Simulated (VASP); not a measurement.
# Ga (Fd-3m) in VASP: notebook

Ga is run at these levels: PBE; tasks: single point.

All numbers are computed with VASP 6.6.1; they aren't measurements. Logs are shortened: lines on timing, memory, paths and dates and some standing lists are left out, and cuts for length are marked.

**1. The cell of the first run**

The structure is cubic, space group Fd-3m (No. 227). The conventional cell has a = 4.666 Å, b = 4.666 Å, c = 4.666 Å, α = 90.00°, β = 90.00°, γ = 90.00°. Within 2.7 Å of Ga (site symmetry -43m) lie 4 Ga at 2.02 Å.

**2. Single point, PBE (volume scaled by 0.5)**

Contents of INCAR:

```
ALGO     = Normal         # electronic algorithm
EDIFF    = 1E-6           # SCF threshold, eV
ENCUT    = 520            # plane-wave cutoff, eV
GGA      = PE             # functional
ISIF     = 2              # what is computed and relaxed
ISMEAR   = -1             # smearing method
LASPH    = True           # aspherical terms in the spheres
LCHARG   = True           # write CHGCAR
LELF     = True           # ELF
LREAL    = False          # projectors in reciprocal space
LVHAR    = True         
LWAVE    = False          # write WAVECAR
NBANDS   = 20             # bands
NELM     = 60             # most SCF steps
PREC     = Accurate       # precision mode
SIGMA    = 0.05           # smearing width, eV
```

Contents of KPOINTS:

```
k-points
0
Gamma
  11 11 11
```

Contents of POSCAR:

```
Ga
1.0
    0.0000000000      2.3331712524      2.3331712524
    2.3331712524      0.0000000000      2.3331712524
    2.3331712524      2.3331712524      0.0000000000
Ga
2
Direct
   -0.1250000000     -0.1250000000     -0.1250000000
    0.1250000000      0.1250000000      0.1250000000
```

Potentials or basis: VASP PAW PBE potentials, release 64 (Ga_d).

Run with:

```
$ cat potpaw_PBE.64/Ga_d/POTCAR > POTCAR
$ mpirun -np 1 vasp_std > vasp.out
```

OUTCAR:

```text
EDIFF = 1E-6
   ENCUT = 520
   GGA = PE
   ISIF = 2
   ISMEAR = -1
   LASPH = True
   LREAL = False
   NELM = 60
   PREC = Accurate

 ion  position               nearest neighbor table
   1  0.875  0.875  0.875-   2 2.02   2 2.02   2 2.02   2 2.02
   2  0.125  0.125  0.125-   1 2.02   1 2.02   1 2.02   1 2.02

  LATTYP: Found a face centered cubic cell.
 ALAT       =     4.6663425048

  Lattice vectors:

 A1 = (   0.0000000000,   2.3331712524,   2.3331712524)
 A2 = (   2.3331712524,   0.0000000000,   2.3331712524)
 A3 = (   2.3331712524,   2.3331712524,   0.0000000000)

Analysis of symmetry for initial positions (statically):
=====================================================================
 Subroutine PRICEL returns:
 Original cell was already a primitive cell.

 Routine SETGRP: Setting up the symmetry group for a
 face centered cubic supercell.

 Subroutine GETGRP returns: Found 48 space group operations
 (whereof 12 operations were pure point group operations)
 out of a pool of 48 trial point group operations.

The static configuration has the point symmetry D_3d.
 The point group associated with its full space group is O_h .

Analysis of symmetry for dynamics (positions and initial velocities):
=====================================================================
 Subroutine PRICEL returns:
 Original cell was already a primitive cell.

 Routine SETGRP: Setting up the symmetry group for a
 face centered cubic supercell.

 Subroutine GETGRP returns: Found 48 space group operations
 (whereof 12 operations were pure point group operations)
 out of a pool of 48 trial point group operations.

The dynamic configuration has the point symmetry D_3d.
 The point group associated with its full space group is O_h .

 Subroutine INISYM returns: Found 48 space group operations
 (whereof 12 operations are pure point group operations),
 and found     1 'primitive' translations

----------------------------------------------------------------------------------------

                                     Primitive cell

  volume of cell :      25.4021

  direct lattice vectors                    reciprocal lattice vectors
     0.000000000  2.333171252  2.333171252    -0.214300600  0.214300600  0.214300600
[... 75 lines left out ...]
   NGXF,Y,Z  is equivalent  to a cutoff of  28.21, 28.21, 28.21 a.u.
 SYSTEM =  unknown system
   PREC   = accura    normal or accurate (medium, high low for compatibility)
   ISTART =      0    job   : 0-new  1-cont  2-samecut
   ICHARG =      2    charge: 1-file 2-atom 10-const
   ISPIN  =      1    spin polarized calculation?
   LNONCOLLINEAR =      F non collinear calculations
   LSORBIT =      F    spin-orbit coupling
   LASPH  =      T    aspherical Exc in radial PAW
   ENCUT  =  520.0 eV  38.22 Ry    6.18 a.u.   6.14  6.14  6.14*2*pi/ulx,y,z
   NELM   =     60;   NELMIN=  2; NELMDL= -5     # of ELM steps
   EDIFF  = 0.1E-05   stopping-criterion for ELM
   LREAL  =      F    real-space projection
   EDIFFG = 0.1E-04   stopping-criterion for IOM
   NSW    =      0    number of steps for IOM
   IBRION =     -1    ionic relax: 0-MD 1-quasi-New 2-CG
   NFREE  =      0    steps in history (QN), initial steepest desc. (CG)
   ISIF   =      2    stress and relaxation
   ISYM   =      2    0-nonsym 1-usesym 2-fastsym
   POTIM  = 0.5000    time-step for ionic-motion
   TEBEG  =    0.0;   TEEND  =   0.0 temperature during run
   PSTRESS=    0.0 pullay stress
   NELECT =      26.0000    total number of electrons
   NUPDOWN=      -1.0000    fix difference up-down
   EMIN   =  10.00;   EMAX   =-10.00  energy-range for DOS
   EFERMI =   0.00;   METHOD = LEGACY
   ISMEAR =    -1;   SIGMA  =   0.05  broadening in eV -4-tet -1-fermi 0-gaus
   EFERMI_NEDOS =   21; number of points for ismear=-14 and -15
   IALGO  =     38    algorithm
   IMIX   =      4    mixing-type and parameters
     AMIX     =   0.40;   BMIX     =  1.00
     AMIX_MAG =   1.60;   BMIX_MAG =  1.00
  volume/ion in A,a.u.               =      12.70        85.71
  Fermi-wavevector in a.u.,A,eV,Ry     =   1.649843  3.117752 37.034820  2.721983
  Thomas-Fermi vector in A             =   2.738894
   LORBIT       =      0    0 simple, 1 ext, 2 COOP (PROOUT), +10 PAW based schemes
   GGA     = PE    functional components
   LHFCALC =     F    Hartree Fock is set to
   AEXX    =    0.0000 exact exchange contribution
   IVDW    =     0    specifies the selected vdW correction
   LEPSILON=     F    determine dielectric tensor
   LRPA    =     F    only Hartree local field effects (RPA)
 non-spin polarized calculation
  energy-cutoff  :      520.00
  volume of cell :       25.40
 maximum number of plane-waves:       701
 NGX is ok and might be reduce to    28
   NGX = 13   NGY = 13   NGZ = 13

 number of electron      26.0000002 magnetization

 Free energy of the ion-electron system (eV)
  ---------------------------------------------------
  ext. energy  EPLUGINS =         0.00000000
  ---------------------------------------------------
  free energy    TOTEN  =         0.05861844 eV

  energy without entropy =        0.06886285  energy(sigma->0) =        0.06374065

 E-fermi :   9.0701     XC(G=0): -12.8570

 val. band max:        9.0331337692   @ k =   0.3636   0.2727   0.0000
 cond. band min:       9.1193402202   @ k =  -0.3636   0.2727   0.0909
 fundamental gap:      0.0862064510
 Fermi energy:         9.0701246559

 k-point     1 :       0.0000    0.0000    0.0000
  band No.  band energies     occupation
      1      -7.4596      2.00000
      2      -7.4596      2.00000
      3      -7.4596      2.00000
      4      -7.3805      2.00000
      5      -7.3805      2.00000
      6      -6.1770      2.00000
[... 541 lines left out ...]
     19      20.5345      0.00000
     20      25.3639      0.00000

 [... further k-points ...]
[... 5 lines left out ...]
  --------------------------------------------------------------------------------------
  -------------------------------------------------------------------------------------
  Total       20.2627092     20.2627092     20.2627092      0.0000000      0.0000000      0.0000000
  in kB     1278.0217610   1278.0217610   1278.0217610      0.0000000      0.0000000      0.0000000
  external PRESSURE =    1278.0217610 kB  Pullay stress =       0.0000000 kB

 VOLUME and BASIS-vectors are now :
 -----------------------------------------------------------------------------
  energy-cutoff  :      520.00
  volume of cell :       25.40
      direct lattice vectors                 reciprocal lattice vectors
     0.000000000  2.333171252  2.333171252    -0.214300600  0.214300600  0.214300600
     2.333171252  0.000000000  2.333171252     0.214300600 -0.214300600  0.214300600
     2.333171252  2.333171252  0.000000000     0.214300600  0.214300600 -0.214300600

 POSITION                                       TOTAL-FORCE (eV/Angst)
 -----------------------------------------------------------------------------------
      4.08305      4.08305      4.08305        -0.000000      0.000000     -0.000000
      0.58329      0.58329      0.58329         0.000000     -0.000000      0.000000
 -----------------------------------------------------------------------------------
    total drift:                                0.000000     -0.000000     -0.000000

  FREE ENERGIE OF THE ION-ELECTRON SYSTEM (eV)
  ---------------------------------------------------
  free  energy   TOTEN  =         0.0586184433 eV

  energy  without entropy=        0.0688628502  energy(sigma->0) =        0.06374065
```

stdout:

```text
POSCAR found type information on POSCAR Ga
 POSCAR found :  1 types and       2 ions
 scaLAPACK will be used
 LDA part: xc-table for (Slater+PW92), standard interpolation
 POSCAR, INCAR and KPOINTS ok, starting setup
 FFT: planning ... GRIDC
 FFT: planning ... GRID_SOFT
 FFT: planning ... GRID
 WAVECAR not read
 entering main loop
```

Wall time 30 s (1 thread of Intel Xeon Platinum 8259CL at 2.50GHz (Skylake/Cascade Lake), shared host); peak memory 0.17 GiB.

Results:

| Quantity | Value |
| --- | --- |
| Free energy | 0.0586 eV |
| Pressure | 127.8 GPa |
| Band gap on the k mesh | zero (band 13 reaches 14.75 eV, above the bottom of band 14 at 6.35 eV) |

Levels at points of the mesh, in eV from the Fermi level:
```csv
k point,band 10,band 11,band 12,band 13,band 14,band 15,band 16,band 17
"(0.00, 0.00, 0.00)",-14.83,-14.22,5.68,5.68,5.68,7.25,7.25,7.25
```

**3. Single point, PBE (volume scaled by 0.68)**

Contents of INCAR:

```
SYSTEM = Ga
PREC = Accurate
ENCUT = 520
EDIFF = 1E-6
ISMEAR = -1
SIGMA = 0.05
LREAL = .FALSE.
LASPH = .TRUE.
NELM = 80
ALGO = Normal
ISIF = 2
LWAVE = .FALSE.
LCHARG = .TRUE.
GGA = PE
LELF = .TRUE.
LVHAR = .TRUE.
NBANDS = 20
```

Contents of KPOINTS:

```
Automatic mesh
0
G
  11 11 11
  0 0 0
```

Contents of POSCAR:

```
Ga
1.0
    0.0000000000      2.5849942786      2.5849942786
    2.5849942786      0.0000000000      2.5849942786
    2.5849942786      2.5849942786      0.0000000000
Ga
2
Direct
   -0.1250000000     -0.1250000000     -0.1250000000
    0.1250000000      0.1250000000      0.1250000000
```

Potentials or basis: VASP PAW PBE potentials, release 64 (Ga_d).

Run with:

```
$ cat potpaw_PBE.64/Ga_d/POTCAR > POTCAR
$ mpirun -np 1 vasp_std > vasp.out
```

Run time: 30 s. Hardware: 1 thread of Intel Xeon Platinum 8259CL at 2.50GHz (Skylake/Cascade Lake), shared host; peak memory 0.17 GiB.

Results (log left out):

| Property | Result |
| --- | --- |
| Free energy | -4.0107 eV |
| Pressure | 35.3 GPa |
| Band gap on the k mesh | zero (band 13 reaches 9.67 eV, above the bottom of band 14 at 3.77 eV) |

Levels at points of the mesh, in eV from the Fermi level:
```
           k point  band 11  band 12  band 13  band 14  band 15  band 16
(0.00, 0.00, 0.00)   -11.64     4.10     4.10     4.10     6.04     6.04
```

(Part 1 of 2 ends here.)
